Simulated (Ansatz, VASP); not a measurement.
## LiCl: VASP beside Ansatz

File INCAR:

```
PREC = Accurate ; ENCUT = 520
EDIFF = 1E-6 ; ISMEAR = -1
SIGMA = 0.02 ; LREAL = False
LASPH = True ; NELM = 80
ALGO = Normal ; ISIF = 2
LWAVE = False ; LCHARG = True
GGA = PE ; LELF = True
LVHAR = True ; NBANDS = 12
```

The input KPOINTS:

```
regular mesh
0
Gamma
  8 8 8
```

Contents of POSCAR:

```
LiCl
1.0
    0.1087750932      2.8418176371      2.8418176371
    2.8418176371      0.1087750932      2.8418176371
    2.8418176371      2.8418176371      0.1087750932
Li Cl
1 1
Direct
    0.0026898174      0.0026898174      0.0026898174
    0.2473101826      0.2473101826      0.2473101826
```

Input for Ansatz:

```yaml
crystal:
  lattice:
    - [0.1087750932, 2.8418176371, 2.8418176371]
    - [2.8418176371, 0.1087750932, 2.8418176371]
    - [2.8418176371, 2.8418176371, 0.1087750932]
  atoms:
    - { symbol: Li, position: [0.0026898174, 0.0026898174, 0.0026898174] }
    - { symbol: Cl, position: [0.2473101826, 0.2473101826, 0.2473101826] }
kpoints:
  mp_grid: { grid: [8, 8, 8] }
  band_path:
    path:
      - [0.0, 0.0, 0.0]
      - [-0.5, -0.5, 0.0]
      - [-0.375, -0.375, 0.25]
      - [-0.375, 0.0, 0.375]
      - [0.0, 0.0, 0.5]
      - [-0.5, -0.25, 0.25]
    npoints: 1
hamiltonian:
  xc: pbe
scf:
  occupations: { method: fermi_dirac, width: 0.02 }
  n_extra_bands: 4
output:
  forces: true
  stress: true
  eigenvalues: true
```

Change from the starting cell: shear_111 strain +6.0%.

Alike in both runs: task single point; functional PBE; k mesh 8 × 8 × 8; occupations fermi-dirac, width 0.02 eV; no spin polarisation.

```csv
,VASP,Ansatz
version,VASP 6.6.1,Ansatz 0.2.0
potentials or method,"VASP PAW PBE potentials, release 64 (Li_sv, Cl)","plane waves, PAW"
plane-wave cutoff (eV),520,420
valence electrons in the cell,10,10
```

```csv
,VASP,Ansatz,Ansatz less VASP
gap on the k mesh at the Fermi level (eV),5.76,5.75,-0.006
```

Noted on VASP's run: the cutoff is under 1.25 times that of the potentials, so the pressure is a little rough.
